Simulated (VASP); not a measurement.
Be, 2 atoms in the cell. It takes space group P6_3/mmc (No. 194, hexagonal). The conventional cell has a = 2.165 Å, b = 2.165 Å, c = 3.398 Å, α = 90.00°, β = 90.00°, γ = 120.00°. Within 2.8 Å of Be (site symmetry -6m2) lie 12 Be at 2.11 to 2.17 Å. 

| Property | Result |
| --- | --- |
| Program | VASP 6.6.1 |
| Task | single point |
| Functional | PBE |
| Potentials or basis | VASP PAW PBE potentials, release 64 (Be) |
| Cutoff | 520 eV |
| k mesh | 9 × 9 × 6 |
| Occupations | gaussian, width 0.1 eV |
| Spin | no spin polarisation |
| Dipole correction | no |
| Further INCAR settings | ALGO = Fast; EDIFF = 1e-06; NBANDS = 9 |

Potentials or basis: VASP PAW PBE potentials, release 64 (Be).

Launch:

```bash
$ cat potpaw_PBE.64/Be/POTCAR > POTCAR
$ mpirun -np 1 vasp_std > vasp.out
```

Hardware: 1 thread of Intel(R) Xeon(R) Platinum 8488C (Sapphire Rapids), with other jobs on the host.

How long does it take, and how much memory?

Run time: 3.2 s on 1 thread of Intel(R) Xeon(R) Platinum 8488C (Sapphire Rapids), on a shared host, peak memory 0.11 GiB. Counts: scf iterations 10, k points 48.
